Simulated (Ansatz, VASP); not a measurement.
## One calculation of AgCl, two programs

INCAR

```
ALGO = Normal
EDIFF = 1E-7
ENCUT = 520
GGA = PS
ISIF = 2
ISMEAR = -1
LASPH = True
LCHARG = False
LREAL = False
LWAVE = False
NBANDS = 16
NELM = 60
PREC = Accurate
SIGMA = 0.01
```

The input KPOINTS:

```
k-points
0
Gamma
  9 9 9
```

File POSCAR:

```
AgCl
1.0
    3.4339730000     -0.0343397300     -0.0343397300
   -0.0343397300      3.4339730000     -0.0343397300
   -0.0343397300     -0.0343397300      3.4339730000
Ag Cl
1 1
Direct
    0.0000000000      0.0000000000      0.0000000000
    0.5000000000      0.5000000000      0.5000000000
```

Input for Ansatz:

```yaml
crystal:
  lattice:
    - [3.433973, -0.03433973, -0.03433973]
    - [-0.03433973, 3.433973, -0.03433973]
    - [-0.03433973, -0.03433973, 3.433973]
  atoms:
    - { symbol: Ag, position: [0.0, 0.0, 0.0] }
    - { symbol: Cl, position: [0.5, 0.5, 0.5] }
kpoints:
  mp_grid: { grid: [9, 9, 9] }
  band_path:
    path:
      - [0.0, 0.0, 0.0]
      - [0.5, 0.0, 0.0]
      - [0.5, -0.5, 0.5]
      - [0.4804921086, -0.5195078914, 0.4804921086]
      - [0.4804921086, 0.4804921086, 0.4804921086]
      - [0.0, 0.0, 0.0]
      - [0.5, -0.5, 0.0]
    npoints: 5
scf:
  occupations: { method: fermi_dirac, width: 0.01 }
hamiltonian:
  xc: pbesol
  pseudopotentials: { kind: all_electron, lapw: { basis_error: 0.001 } }
output:
  forces: true
  stress: true
  eigenvalues: true
```

Change from the starting cell: equal xy, yz and zx shear strains of -2 %.

Alike in both runs: task single point; functional PBEsol; k mesh 9 × 9 × 9; occupations fermi-dirac, width 0.01 eV; no spin polarisation.

|  | VASP | Ansatz |
| --- | --- | --- |
| version | VASP 6.6.1 | Ansatz 0.2.0 |
| potentials or method | VASP PAW PBE potentials, release 64 (Ag, Cl), cutoff 520 eV | all-electron LAPW, scalar-relativistic |

```csv
,VASP,Ansatz,Ansatz less VASP
gap on the k mesh at the Fermi level (eV),0.39,0.39,+0.002
pressure (GPa),-4.7,-4.6,+0.10
"traceless stress, the component that is largest in VASP (GPa)",-0.31,-0.30,+0.004
```

VASP's potentials were made for PBE, not for PBEsol. Ansatz ran all-electron here, and VASP with PAW potentials.
